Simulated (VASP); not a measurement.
A run of VASP 6.6.1:

File POSCAR:

```
TePb
1.0
    0.0000000000      3.3883500000      3.3076750000
    3.3883500000      0.0000000000      3.3076750000
    3.3883500000      3.3883500000      0.0000000000
Te Pb
1 1
Direct
    0.5000000000      0.5000000000      0.5000000000
    0.0000000000      0.0000000000      0.0000000000
```

File INCAR.step1:

```
ALGO     = Normal         # electronic algorithm
EDIFF    = 1E-4           # SCF threshold, eV
ENCUT    = 520            # plane-wave cutoff, eV
GGA      = PE             # functional
ISMEAR   = 0              # smearing method
LASPH    = T              # aspherical terms in the spheres
LCHARG   = F              # write CHGCAR
LREAL    = F              # projectors in reciprocal space
LWAVE    = T              # write WAVECAR
NBANDS   = 17             # bands
NELM     = 80             # most SCF steps
PREC     = Accurate       # precision mode
SIGMA    = 0.05           # smearing width, eV
```

INCAR.step2

```
ALGO     = Normal         # electronic algorithm
EDIFF    = 1E-6           # SCF threshold, eV
ENCUT    = 520            # plane-wave cutoff, eV
ISIF     = 2              # what is computed and relaxed
ISMEAR   = 0              # smearing method
ISTART   = 1            
LASPH    = T              # aspherical terms in the spheres
LCHARG   = F              # write CHGCAR
LMIXTAU  = T            
LREAL    = F              # projectors in reciprocal space
LWAVE    = F              # write WAVECAR
METAGGA  = R2SCAN         # meta-GGA
NBANDS   = 17             # bands
NELM     = 80             # most SCF steps
PREC     = Accurate       # precision mode
SIGMA    = 0.05           # smearing width, eV
```

The input KPOINTS:

```
k-points
0
Gamma
  8 8 8
```

Potentials or basis: VASP PAW PBE potentials, release 64 (Te, Pb_d).

Command:

```console
$ cat potpaw_PBE.64/Te/POTCAR potpaw_PBE.64/Pb_d/POTCAR > POTCAR
$ cp INCAR.step1 INCAR
$ mpirun -np 1 vasp_std > vasp.out
$ cp INCAR.step2 INCAR
$ mpirun -np 1 vasp_std > vasp.out
```

Hardware: 1 thread of AMD EPYC 9R14 (Zen 4) (shared host).

Estimate the wall time of this run.

It took 3.8 min on 1 thread of AMD EPYC 9R14 (Zen 4), with other jobs on the host, peak memory 0.24 GiB. Counts: k points 59.
